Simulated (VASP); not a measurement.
# TaN: single point with r2SCAN

The system is TaN.

```
CELL_PARAMETERS angstrom
2.90166 0.00000 0.00000
-1.45083 2.51291 0.00000
0.00000 0.00000 5.89152
ATOMIC_POSITIONS crystal
Ta 0.00000 0.00000 0.00000
Ta 0.00000 0.00000 0.50000
N 0.33333 0.66667 0.25000
N 0.66667 0.33333 0.75000
```

```yaml
Program: VASP 6.6.1
Task: single point
Functional: r2SCAN
Potentials_or_basis: VASP PAW PBE potentials, release 64 (Ta_pv, N)
Cutoff: 520 eV
k_mesh: 18 × 18 × 8
Occupations: gaussian, width 0.1 eV
Spin: no spin polarisation
```

```yaml
Pressure: 1.8 GPa
Band_gap_on_the_k_mesh: zero (bands 16 and 17 overlap by 1.03 eV)
```

Stress tensor (GPa, compression positive):
```
1.69 0.00 0.00
0.00 1.69 0.00
0.00 0.00 2.00
```

Levels at points of the mesh, in eV from the Fermi level:
```
           k point  band 13  band 14  band 15  band 16  band 17  band 18  band 19  band 20
(0.00, 0.00, 0.00)    -3.75    -2.19    -2.19    -0.21    -0.21     0.64     0.64     2.42
(0.50, 0.00, 0.00)    -4.44    -3.89    -3.04    -2.26     3.06     4.26     5.08     5.54
(0.00, 0.00, 0.50)    -4.12    -4.12    -0.70    -0.70     1.05     1.05     1.05     1.05
(0.50, 0.00, 0.50)    -4.63    -4.63    -2.35    -2.35     4.14     4.14     5.01     5.01
```

It took 4 min on 1 thread of Intel(R) Xeon(R) 6975P-C (Granite Rapids), with other jobs on the host, peak memory 0.3 GiB.

Caveat: the PAW data sets were made with another functional, which shifts forces and pressure a little; spin-orbit coupling is left out, which moves the levels of the heavy elements.
